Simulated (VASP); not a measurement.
# ScSi2 (P6/mmm) in VASP: a series of runs, part 2 of 2

VASP 6.6.1. Earlier steps stand in the parts before.

## 4. Relaxation of cell and atoms, PBE

This run uses another cell than the first one, of 17.06 Å³/atom.

INCAR

```
PREC     = Accurate       # precision mode
ENCUT    = 600            # plane-wave cutoff, eV
EDIFF    = 1E-6           # SCF threshold, eV
ISMEAR   = 0              # smearing method
SIGMA    = 0.05           # smearing width, eV
LREAL    = F              # projectors in reciprocal space
LASPH    = T              # aspherical terms in the spheres
NELM     = 60             # most SCF steps
ALGO     = Normal         # electronic algorithm
ISIF     = 3              # what is computed and relaxed
LWAVE    = F              # write WAVECAR
LCHARG   = F              # write CHGCAR
GGA      = PE             # functional
IBRION   = 2              # ionic algorithm
NSW      = 50             # ionic steps
EDIFFG   = -0.01          # ionic threshold
```

KPOINTS

```
regular mesh
0
Gamma
  10 10 10
```

POSCAR

```
ScSi2
1.0
    4.0408601708      0.0000000000      0.0000000000
   -2.0204300854      3.4994875610      0.0000000000
    0.0000000000      0.0000000000      3.6202043820
Sc Si
1 2
Direct
    0.0000000000      0.0000000000      0.0000000000
    0.3333333333      0.6666666667      0.5000000000
    0.6666666667      0.3333333333      0.5000000000
```

Potentials or basis: VASP PAW PBE potentials, release 64 (Sc_sv, Si).

Launch:

```sh
cat potpaw_PBE.64/Sc_sv/POTCAR potpaw_PBE.64/Si/POTCAR > POTCAR
mpirun -np 1 vasp_std > vasp.out
```

OUTCAR:

```text
PREC = Accurate
   ENCUT = 600
   EDIFF = 1E-6
   ISMEAR = 0
   LREAL = F
   LASPH = T
   NELM = 60
   ISIF = 3
   GGA = PE
   IBRION = 2
   NSW = 50
   EDIFFG = -0.01

 ion  position               nearest neighbor table
   1  0.000  0.000  0.000-   2 2.95   3 2.95   2 2.95   3 2.95   2 2.95   2 2.95   3 2.95   3 2.95
                             3 2.95   3 2.95   2 2.95   2 2.95
   2  0.333  0.667  0.500-   3 2.33   3 2.33   3 2.33   1 2.95   1 2.95   1 2.95   1 2.95   1 2.95
                             1 2.95
   3  0.667  0.333  0.500-   2 2.33   2 2.33   2 2.33   1 2.95   1 2.95   1 2.95   1 2.95   1 2.95
                             1 2.95

  LATTYP: Found a hexagonal cell.
 ALAT       =     4.0408601708
 C/A-ratio  =     0.8958994444

  Lattice vectors:

 A1 = (   4.0408601708,   0.0000000000,   0.0000000000)
 A2 = (  -2.0204300854,   3.4994875610,   0.0000000000)
 A3 = (   0.0000000000,   0.0000000000,   3.6202043820)

Analysis of symmetry for initial positions (statically):
=====================================================================
 Subroutine PRICEL returns:
 Original cell was already a primitive cell.

 Routine SETGRP: Setting up the symmetry group for a
 hexagonal supercell.

 Subroutine GETGRP returns: Found 24 space group operations
 (whereof 24 operations were pure point group operations)
 out of a pool of 24 trial point group operations.

The static configuration has the point symmetry D_6h.

Analysis of symmetry for dynamics (positions and initial velocities):
[... 272 lines left out ...]

 number of electron      18.9999996 magnetization

 Free energy of the ion-electron system (eV)
  ---------------------------------------------------
  ext. energy  EPLUGINS =         0.00000000
  ---------------------------------------------------
  free energy    TOTEN  =       -18.21777072 eV

  energy without entropy =      -18.21633534  energy(sigma->0) =      -18.21705303

 E-fermi :   7.7208     XC(G=0): -10.7296

 val. band max:        7.7089997329   @ k =   0.2000   0.1000   0.3000
 cond. band min:       7.7448790879   @ k =   0.4000   0.1000   0.5000
 fundamental gap:      0.0358793549
 Fermi energy:         7.7208041786

 k-point     1 :       0.0000    0.0000    0.0000
  band No.  band energies     occupation
      1     -42.0570      2.00000
      2     -20.7131      2.00000
      3     -20.7131      2.00000
      4     -20.6443      2.00000
      5      -4.7392      2.00000
      6       4.1849      2.00000
      7       4.1849      2.00000
      8       6.1427      2.00000
      9       6.5825      2.00000
     10       6.6426      2.00000
     11       8.4578      0.00000
     12       8.4578      0.00000
     13       9.4367      0.00000
[... 354 lines left out ...]
  band No.  band energies     occupation
      1     -42.0538      2.00000
      2     -20.7561      2.00000
      3     -20.7255      2.00000
      4     -20.6468      2.00000
      5      -2.4962      2.00000
      6      -0.9254      2.00000
      7       2.8559      2.00000
      8       5.8130      2.00000
      9       5.9313      2.00000
     10       8.1571      0.00000
     11       9.2327      0.00000
     12       9.4963      0.00000
     13       9.6820      0.00000

 [... further k-points ...]
[... 5 lines left out ...]
  --------------------------------------------------------------------------------------
  -------------------------------------------------------------------------------------
  Total       -0.0002527     -0.0002527     -0.0067486      0.0000000      0.0000000      0.0000000
  in kB       -0.0079059     -0.0079059     -0.2111362      0.0000000      0.0000000      0.0000000
  external PRESSURE =      -0.0756493 kB  Pullay stress =       0.0000000 kB
[... 18 lines left out ...]
  FREE ENERGIE OF THE ION-ELECTRON SYSTEM (eV)
  ---------------------------------------------------
  free  energy   TOTEN  =       -18.2177707196 eV

  energy  without entropy=      -18.2163353370  energy(sigma->0) =      -18.21705303

 reached required accuracy - stopping structural energy minimisation
```

OSZICAR:

```text
N       E                     dE             d eps       ncg     rms          rms(c)
DAV:   1     0.141095752057E+03    0.14110E+03   -0.87936E+03  2184   0.150E+03
DAV:   2    -0.958236830551E+01   -0.15068E+03   -0.14850E+03  2223   0.423E+02
DAV:   3    -0.198865616564E+02   -0.10304E+02   -0.98474E+01  3516   0.952E+01
[... 25 lines left out ...]
DAV:   2    -0.182179059695E+02    0.62871E-03   -0.31388E-03  3288   0.808E-01    0.600E-02
DAV:   3    -0.182178038935E+02    0.10208E-03   -0.17870E-04  3088   0.113E-01    0.336E-02
DAV:   4    -0.182177735501E+02    0.30343E-04   -0.91108E-05  3411   0.111E-01    0.122E-02
DAV:   5    -0.182177712184E+02    0.23317E-05   -0.53826E-06  2959   0.210E-02    0.328E-03
DAV:   6    -0.182177707196E+02    0.49885E-06   -0.10623E-06  1552   0.123E-02
   4 F= -.18217771E+02 E0= -.18217053E+02  d E =-.858113E-04
```

CONTCAR:

```text
ScSi2
   1.00000000000000
     4.0331983503644553   -0.0000000000000000   -0.0000000000000000
    -2.0165991751822276    3.4928522298638880    0.0000000000000000
     0.0000000000000000   -0.0000000000000000    3.6352331507380069
  Sc              Si
     1     2
Direct
     0.0000000000000000    0.0000000000000000    1.0000000000000000
     0.3333333332999970    0.6666666667000030    0.5000000000000000
     0.6666666667000030    0.3333333332999970    0.5000000000000000

  0.00000000E+00  0.00000000E+00  0.00000000E+00
  0.00000000E+00  0.00000000E+00  0.00000000E+00
  0.00000000E+00  0.00000000E+00  0.00000000E+00
```

Run time: 71 s. Hardware: 1 thread of AMD EPYC 9R45 (Zen 5), shared host; peak memory 0.2 GiB.

Results:

```yaml
Free_energy: -18.2178 eV
Relaxed_volume: 17.07 Å³/atom
Relaxed_cell: a = 4.033 Å, b = 4.033 Å, c = 3.635 Å, α = 90.00°, β = 90.00°, γ = 120.00°
Space_group_after_relaxing_to_0.1_Å: P6/mmm (No. 191)
Energy_gained_by_relaxing: 0.2 meV/atom
Ionic_steps: 4
Pressure_after_relaxing: 0.0 GPa
Band_gap_on_the_k_mesh: zero (an odd number of electrons rules out a gap without spin polarisation)
```

Step by step:
| step | energy change (eV) | largest force (eV/Å) | pressure (GPa) | volume (Å³) |
| --- | --- | --- | --- | --- |
| 1 | 0.0000 | 0.0000 | -0.13 | 51.19 |
| 2 | -0.0004 | 0.0000 | 0.18 | 51.09 |
| 3 | -0.0004 | 0.0000 | 0.18 | 51.09 |
| 4 | -0.0005 | 0.0000 | -0.01 | 51.21 |

Final structure:
```
CELL_PARAMETERS angstrom
4.03320 0.00000 0.00000
-2.01660 3.49285 0.00000
0.00000 0.00000 3.63523
ATOMIC_POSITIONS crystal
Sc 0.00000 0.00000 0.00000
Si 0.33333 0.66667 0.50000
Si 0.66667 0.33333 0.50000
```

Caveat: an odd number of electrons without spin polarisation forces a metal; a magnetic or distorted state may lie lower.

## 5. Relaxation of shape and atoms at fixed volume, PBE (17.39 Å³/atom)

This run uses another cell than the first one, of 17.39 Å³/atom.

INCAR

```
SYSTEM = ScSi2
PREC     = Accurate       ! precision mode
ENCUT    = 600            ! plane-wave cutoff, eV
EDIFF    = 1E-6           ! SCF threshold, eV
ISMEAR   = 0              ! smearing method
SIGMA    = 0.05           ! smearing width, eV
LREAL    = .FALSE.        ! projectors in reciprocal space
LASPH    = .TRUE.         ! aspherical terms in the spheres
NELM     = 60             ! most SCF steps
ALGO     = Normal         ! electronic algorithm
ISIF     = 4              ! what is computed and relaxed
LWAVE    = .FALSE.        ! write WAVECAR
LCHARG   = .FALSE.        ! write CHGCAR
GGA      = PE             ! functional
IBRION   = 2              ! ionic algorithm
NSW      = 60             ! ionic steps
EDIFFG   = -0.01          ! ionic threshold
```

KPOINTS

```
Automatic mesh
0
G
  10 10 10
  0 0 0
```

POSCAR

```
ScSi2
1.0
    4.0601722045      0.0000000000      0.0000000000
   -2.0300861023      3.5162122728      0.0000000000
    0.0000000000      0.0000000000      3.6549653690
Sc Si
1 2
Direct
    0.0000000000      0.0000000000      0.0000000000
    0.3333333333      0.6666666667      0.5000000000
    0.6666666667      0.3333333333      0.5000000000
```

Launch:

```sh
cat potpaw_PBE.64/Sc_sv/POTCAR potpaw_PBE.64/Si/POTCAR > POTCAR
mpirun -np 1 vasp_std > vasp.out
```

It took 58 s on 1 thread of AMD EPYC 9R45 (Zen 5), shared host; peak memory 0.2 GiB.

It converged, with:

| Item | Value |
| --- | --- |
| Free energy | -18.2127 eV |
| Energy gained by relaxing | 0.1 meV/atom |
| Ionic steps | 3 |
| Pressure after relaxing | -1.7 GPa |
| Band gap on the k mesh | zero (an odd number of electrons rules out a gap without spin polarisation) |

Step by step:
```tsv
step	energy change (eV)	largest force (eV/Å)	pressure (GPa)	volume (Å³)
1	0.0000	0.0000	-1.76	52.18
2	-0.0004	0.0000	-1.68	52.18
3	-0.0004	0.0000	-1.67	52.18
```

Final structure:
```yaml
crystal:
  lattice:
    - [4.05312, 0.00000, 0.00000]
    - [-2.02656, 3.51010, 0.00000]
    - [0.00000, 0.00000, 3.66770]
  atoms:
    - { symbol: Sc, position: [0.00000, 0.00000, 0.00000] }
    - { symbol: Si, position: [0.33333, 0.66667, 0.50000] }
    - { symbol: Si, position: [0.66667, 0.33333, 0.50000] }
```

Levels at points of the mesh, in eV from the Fermi level:
```tsv
k point	band 6	band 7	band 8	band 9	band 10	band 11	band 12	band 13
(0.00, 0.00, 0.00)	-3.48	-3.48	-1.62	-1.19	-1.04	0.75	0.75	1.67
(0.50, 0.00, 0.00)	-8.89	-4.16	-2.62	-1.59	1.20	1.65	1.70	1.92
(0.00, 0.00, 0.50)	-6.34	-2.32	-2.32	-1.22	-1.22	0.29	0.29	0.31
(0.50, 0.00, 0.50)	-7.73	-4.35	-3.94	-3.39	-0.40	2.06	2.30	2.87
```

Caveat: an odd number of electrons without spin polarisation forces a metal; a magnetic or distorted state may lie lower.

## 6. Overview

```tsv
task	cell	gap on the mesh (eV)	pressure (GPa)
relaxation of shape and atoms at fixed volume	relaxed from a = 3.985, b = 3.985, c = 3.570 Å, angles 90.0, 90.0, 120.0°, 3 atoms	none	4.0
relaxation of shape and atoms at fixed volume	relaxed from a = 4.006, b = 4.006, c = 3.607 Å, angles 90.0, 90.0, 120.0°, 3 atoms	none	2.0
relaxation of cell and atoms	relaxed from a = 4.041, b = 4.041, c = 3.620 Å, angles 90.0, 90.0, 120.0°, 3 atoms	none	0.0
relaxation of shape and atoms at fixed volume	relaxed from a = 4.060, b = 4.060, c = 3.655 Å, angles 90.0, 90.0, 120.0°, 3 atoms	none	-1.7
```

Alike in all rows: level PBE; potentials or basis VASP PAW PBE potentials, release 64 (Sc_sv, Si); no spin polarisation; k mesh 10 × 10 × 10; cutoff (eV) 600; smearing gaussian 0.05 eV.

Caveats: an odd number of electrons without spin polarisation forces a metal; a magnetic or distorted state may lie lower.

Total energies depend on the potentials used, so only differences within one code and one set of settings carry meaning.

The gap in the log of VASP goes by the Fermi energy; the results here count the filled bands.